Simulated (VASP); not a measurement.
# MoN2 (P4bm) in VASP: single point with PBE

Aim: the single point of MoN2 with PBE.

All numbers are computed with VASP 6.6.1; they aren't measurements. Logs are shortened: lines on timing, memory, paths and dates and some standing lists are left out, and cuts for length are marked.

### Step 1. The cell of the first run

The structure is tetragonal, space group P4bm (No. 100). The conventional cell has a = 4.333 Å, b = 4.333 Å, c = 2.752 Å, α = 90.00°, β = 90.00°, γ = 90.00°. Within 2.8 Å of Mo (site symmetry 4) lie 8 N at 2.15 to 2.31 Å and 2 Mo at 2.75 Å. N (site symmetry m) has 1 N at 1.37 Å within 1.8 Å.

### Step 2. Single point, PBE (all N atoms moved +0.125 Å, as atom 3 along Cartesian [0 0 1])

Contents of INCAR:

```
SYSTEM = MoN2
PREC = Accurate ; ENCUT = 520
EDIFF = 1E-6 ; ISMEAR = 0
SIGMA = 0.15 ; LREAL = .FALSE.
LASPH = .TRUE. ; NELM = 80
ALGO = Fast ; ISIF = 2
LWAVE = .FALSE. ; LCHARG = .TRUE.
GGA = PE ; LELF = .TRUE.
LVHAR = .TRUE. ; NBANDS = 33
```

Contents of KPOINTS:

```
regular mesh
0
G
  12 12 18
  0 0 0
```

Contents of POSCAR:

```
MoN2
1.0
    4.3330619473      0.0000000000      0.0000000000
    0.0000000000      4.3330619473      0.0000000000
    0.0000000000      0.0000000000      2.7518917152
Mo N
2 4
Direct
    0.5000000000      0.5000000000      0.0000000000
    0.0000000000      0.0000000000      0.0000000000
    0.8879039728      0.3879039728      0.5454232989
    0.1120960272      0.6120960272      0.5454232989
    0.3879039728      0.1120960272      0.5454232989
    0.6120960272      0.8879039728      0.5454232989
```

Potentials or basis: VASP PAW PBE potentials, release 64 (Mo_sv, N).

Launch:

```
$ cat potpaw_PBE.64/Mo_sv/POTCAR potpaw_PBE.64/N/POTCAR > POTCAR
$ mpirun -np 1 vasp_std > vasp.out
```

OUTCAR:

```text
SYSTEM = MoN2
   PREC = Accurate
   ENCUT = 520
   EDIFF = 1E-6
   ISMEAR = 0
   LREAL = .FALSE.
   LASPH = .TRUE.
   NELM = 80
   ISIF = 2
   GGA = PE

 ion  position               nearest neighbor table
   1  0.500  0.500  0.000-   3 2.15   4 2.15   5 2.15   6 2.15   3 2.31   4 2.31   5 2.31   6 2.31
                             2 3.06   2 3.06   2 3.06   2 3.06
   2  0.000  0.000  0.000-   3 2.15   4 2.15   5 2.15   6 2.15   3 2.31   4 2.31   5 2.31   6 2.31
                             1 3.06   1 3.06   1 3.06   1 3.06
   3  0.888  0.388  0.545-   4 1.37   2 2.15   1 2.15   1 2.31   2 2.31
   4  0.112  0.612  0.545-   3 1.37   2 2.15   1 2.15   1 2.31   2 2.31
   5  0.388  0.112  0.545-   6 1.37   2 2.15   1 2.15   1 2.31   2 2.31
   6  0.612  0.888  0.545-   5 1.37   2 2.15   1 2.15   1 2.31   2 2.31

  LATTYP: Found a simple tetragonal cell.
 ALAT       =     4.3330619473
 C/A-ratio  =     0.6350917085

  Lattice vectors:

 A1 = (   4.3330619473,   0.0000000000,   0.0000000000)
 A2 = (   0.0000000000,   4.3330619473,   0.0000000000)
 A3 = (   0.0000000000,   0.0000000000,   2.7518917152)

Analysis of symmetry for initial positions (statically):
=====================================================================
 Subroutine PRICEL returns:
 Original cell was already a primitive cell.

 Routine SETGRP: Setting up the symmetry group for a
 simple tetragonal supercell.

 Subroutine GETGRP returns: Found  8 space group operations
 (whereof  4 operations were pure point group operations)
 out of a pool of 16 trial point group operations.

The static configuration has the point symmetry     .
 The point group associated with its full space group is C_4v.

Analysis of symmetry for dynamics (positions and initial velocities):
=====================================================================
 Subroutine PRICEL returns:
 Original cell was already a primitive cell.

 Routine SETGRP: Setting up the symmetry group for a
 simple tetragonal supercell.

 Subroutine GETGRP returns: Found  8 space group operations
 (whereof  4 operations were pure point group operations)
 out of a pool of 16 trial point group operations.

The dynamic configuration has the point symmetry C_4v.
 The point group associated with its full space group is C_4v.

 Subroutine INISYM returns: Found  8 space group operations
 (whereof  4 operations are pure point group operations),
 and found     1 'primitive' translations

----------------------------------------------------------------------------------------

                                     Primitive cell

  volume of cell :      51.6679

  direct lattice vectors                    reciprocal lattice vectors
     4.333061947  0.000000000  0.000000000     0.230783684  0.000000000  0.000000000
     0.000000000  4.333061947  0.000000000     0.000000000  0.230783684  0.000000000
     0.000000000  0.000000000  2.751891715     0.000000000  0.000000000  0.363386391

  length of vectors
     4.333061947  4.333061947  2.751891715     0.230783684  0.230783684  0.363386391

  position of ions in fractional coordinates (direct lattice)
     0.500000000  0.500000000  0.000000000
     0.000000000  0.000000000  0.000000000
     0.887903973  0.387903973  0.545423299
     0.112096027  0.612096027  0.545423299
     0.387903973  0.112096027  0.545423299
     0.612096027  0.887903973  0.545423299

  ion indices of the primitive-cell ions
   primitive index   ion index
                 1           1
                 2           2
                 3           3
                 4           4
                 5           5
                 6           6

----------------------------------------------------------------------------------------

 KPOINTS: regular mesh

Automatic generation of k-mesh.
 Grid dimensions read from file:
 generate k-points for:   12   12   18

 Generating k-lattice:

  Cartesian coordinates                     Fractional coordinates (reciprocal lattice)
     0.019231974  0.000000000  0.000000000     0.083333333  0.000000000  0.000000000
     0.000000000  0.019231974  0.000000000     0.000000000  0.083333333  0.000000000
     0.000000000  0.000000000  0.020188133     0.000000000  0.000000000  0.055555556

  Length of vectors
     0.019231974  0.019231974  0.020188133

  Shift w.r.t. Gamma in fractional coordinates (k-lattice)
     0.000000000  0.000000000  0.000000000

 Subroutine IBZKPT returns following result:
 ===========================================

 Found    280 irreducible k-points:

 Following reciprocal coordinates:
            Coordinates               Weight
  0.000000  0.000000  0.000000      1.000000
  0.083333  0.000000  0.000000      4.000000
  0.166667  0.000000  0.000000      4.000000
  0.250000  0.000000  0.000000      4.000000
  0.333333  0.000000  0.000000      4.000000
  0.416667  0.000000  0.000000      4.000000
[... 16 lines left out ...]
  0.333333  0.333333  0.000000      4.000000
  0.416667  0.333333  0.000000      8.000000
 [... further k-points ...]
   k-points           NKPTS =    280   k-points in BZ     NKDIM =    280   number of bands    NBANDS=     33
   number of dos      NEDOS =    301   number of ions     NIONS =      6
   total plane-waves  NPLWV =  20480
   dimension x,y,z NGX =    32 NGY =   32 NGZ =   20
   dimension x,y,z NGXF=    64 NGYF=   64 NGZF=   40
   ions per type =               2   4
   NGX,Y,Z   is equivalent  to a cutoff of  12.28, 12.28, 12.08 a.u.
   NGXF,Y,Z  is equivalent  to a cutoff of  24.55, 24.55, 24.16 a.u.
 SYSTEM =  MoN2
   PREC   = accura    normal or accurate (medium, high low for compatibility)
   ISTART =      0    job   : 0-new  1-cont  2-samecut
   ICHARG =      2    charge: 1-file 2-atom 10-const
   ISPIN  =      1    spin polarized calculation?
   LNONCOLLINEAR =      F non collinear calculations
   LSORBIT =      F    spin-orbit coupling
   LASPH  =      T    aspherical Exc in radial PAW
   ENCUT  =  520.0 eV  38.22 Ry    6.18 a.u.   8.06  8.06  5.12*2*pi/ulx,y,z
   NELM   =     80;   NELMIN=  2; NELMDL= -5     # of ELM steps
   EDIFF  = 0.1E-05   stopping-criterion for ELM
   LREAL  =      F    real-space projection
   EDIFFG = 0.1E-04   stopping-criterion for IOM
   NSW    =      0    number of steps for IOM
   IBRION =     -1    ionic relax: 0-MD 1-quasi-New 2-CG
   NFREE  =      0    steps in history (QN), initial steepest desc. (CG)
   ISIF   =      2    stress and relaxation
   ISYM   =      2    0-nonsym 1-usesym 2-fastsym
   POTIM  = 0.5000    time-step for ionic-motion
   TEBEG  =    0.0;   TEEND  =   0.0 temperature during run
   PSTRESS=    0.0 pullay stress
   NELECT =      48.0000    total number of electrons
   NUPDOWN=      -1.0000    fix difference up-down
   EMIN   =  10.00;   EMAX   =-10.00  energy-range for DOS
   EFERMI =   0.00;   METHOD = LEGACY
   ISMEAR =     0;   SIGMA  =   0.15  broadening in eV -4-tet -1-fermi 0-gaus
   EFERMI_NEDOS =   21; number of points for ismear=-14 and -15
   IALGO  =     68    algorithm
   IMIX   =      4    mixing-type and parameters
     AMIX     =   0.40;   BMIX     =  1.00
     AMIX_MAG =   1.60;   BMIX_MAG =  1.00
  volume/ion in A,a.u.               =       8.61        58.11
  Fermi-wavevector in a.u.,A,eV,Ry     =   1.597404  3.018657 34.717995  2.551701
  Thomas-Fermi vector in A             =   2.695016
   LORBIT       =      0    0 simple, 1 ext, 2 COOP (PROOUT), +10 PAW based schemes
   GGA     = PE    functional components
   LHFCALC =     F    Hartree Fock is set to
   AEXX    =    0.0000 exact exchange contribution
   IVDW    =     0    specifies the selected vdW correction
   LEPSILON=     F    determine dielectric tensor
   LRPA    =     F    only Hartree local field effects (RPA)
 non-spin polarized calculation
 RMM-DIIS sequential band-by-band and
 Gauss-broadening in eV      SIGMA  =   0.15
  energy-cutoff  :      520.00
  volume of cell :       51.67
 maximum number of plane-waves:      1432
   NGX = 17   NGY = 17   NGZ = 11

 number of electron      47.9999996 magnetization

 Free energy of the ion-electron system (eV)
  ---------------------------------------------------
  ext. energy  EPLUGINS =         0.00000000
  ---------------------------------------------------
  free energy    TOTEN  =       -54.66196891 eV

  energy without entropy =      -54.64044717  energy(sigma->0) =      -54.65120804

 E-fermi :  12.2535     XC(G=0): -13.7239

 val. band max:       12.2519184774   @ k =   0.3333   0.0000   0.4444
 cond. band min:      12.2625809419   @ k =   0.4167   0.2500   0.1111
 fundamental gap:      0.0106624645
 Fermi energy:        12.2535439543

 k-point     1 :       0.0000    0.0000    0.0000
  band No.  band energies     occupation
      1     -49.7650      2.00000
      2     -49.7025      2.00000
      3     -23.9772      2.00000
      4     -23.9772      2.00000
      5     -23.6280      2.00000
      6     -23.6280      2.00000
[... 25 lines left out ...]
     32      18.0008      0.00000
     33      19.6251      0.00000

 k-point     2 :       0.0833    0.0000    0.0000
  band No.  band energies     occupation
      1     -49.7639      2.00000
      2     -49.7035      2.00000
      3     -23.9728      2.00000
      4     -23.9714      2.00000
      5     -23.6357      2.00000
      6     -23.6341      2.00000
[... 25 lines left out ...]
     32      17.9170      0.00000
     33      19.5346      0.00000
[... 754 lines left out ...]
     32      16.0495      0.00000
     33      19.3450      0.00000

 k-point    24 :       0.4167    0.3333    0.0000
  band No.  band energies     occupation
      1     -49.7373      2.00000
      2     -49.7292      2.00000
      3     -24.0358      2.00000
      4     -23.9923      2.00000
      5     -23.6480      2.00000
      6     -23.6014      2.00000
[... 25 lines left out ...]
     32      15.7913      0.00000
     33      19.7020      0.00000

 [... further k-points ...]

------------------------ aborting loop because EDIFF is reached ----------------------------------------

  FORCE on cell =-STRESS in cart. coord.  units (eV):
  Direction    XX          YY          ZZ          XY          YZ          ZX
  --------------------------------------------------------------------------------------
  -------------------------------------------------------------------------------------
  Total        0.8450739      0.8450739      1.3293181      0.0000000      0.0000000      0.0000000
  in kB       26.2049991     26.2049991     41.2209852      0.0000000      0.0000000      0.0000000
  external PRESSURE =      31.2103278 kB  Pullay stress =       0.0000000 kB

 VOLUME and BASIS-vectors are now :
 -----------------------------------------------------------------------------
  energy-cutoff  :      520.00
  volume of cell :       51.67
      direct lattice vectors                 reciprocal lattice vectors
     4.333061947  0.000000000  0.000000000     0.230783684  0.000000000  0.000000000
     0.000000000  4.333061947  0.000000000     0.000000000  0.230783684  0.000000000
     0.000000000  0.000000000  2.751891715     0.000000000  0.000000000  0.363386391

 POSITION                                       TOTAL-FORCE (eV/Angst)
 -----------------------------------------------------------------------------------
      2.16653      2.16653      0.00000        -0.000000      0.000000      0.614312
      0.00000      0.00000      0.00000        -0.000000      0.000000      0.614312
      3.84734      1.68081      1.50095        -0.017515     -0.017515     -0.307156
      0.48572      2.65225      1.50095         0.017515      0.017515     -0.307156
      1.68081      0.48572      1.50095        -0.017515      0.017515     -0.307156
      2.65225      3.84734      1.50095         0.017515     -0.017515     -0.307156
 -----------------------------------------------------------------------------------
    total drift:                                0.000000     -0.000000      0.000342

  FREE ENERGIE OF THE ION-ELECTRON SYSTEM (eV)
  ---------------------------------------------------
  free  energy   TOTEN  =       -54.6619689100 eV

  energy  without entropy=      -54.6404471715  energy(sigma->0) =      -54.65120804
```

It took 5.6 min on 1 thread of Oxide Virtual Turin-like, shared host; peak memory 0.41 GiB.

Results:

```yaml
Free_energy: -54.6620 eV
Pressure: 3.1 GPa
Largest_force: 0.614 eV/Å
Band_gap_on_the_k_mesh: zero (bands 24 and 25 overlap by 2.51 eV)
```

Forces in eV/Å, atoms in the order of the input:
```
Mo   0.000  0.000  0.614
Mo   0.000  0.000  0.614
N   -0.018 -0.018 -0.307
N    0.018  0.018 -0.307
N   -0.018  0.018 -0.307
N    0.018 -0.018 -0.307
```

Caveat: the cell differs from its parent crystal (all N atoms moved +0.125 Å, as atom 3 along Cartesian [0 0 1]); the cell stands under pressure.
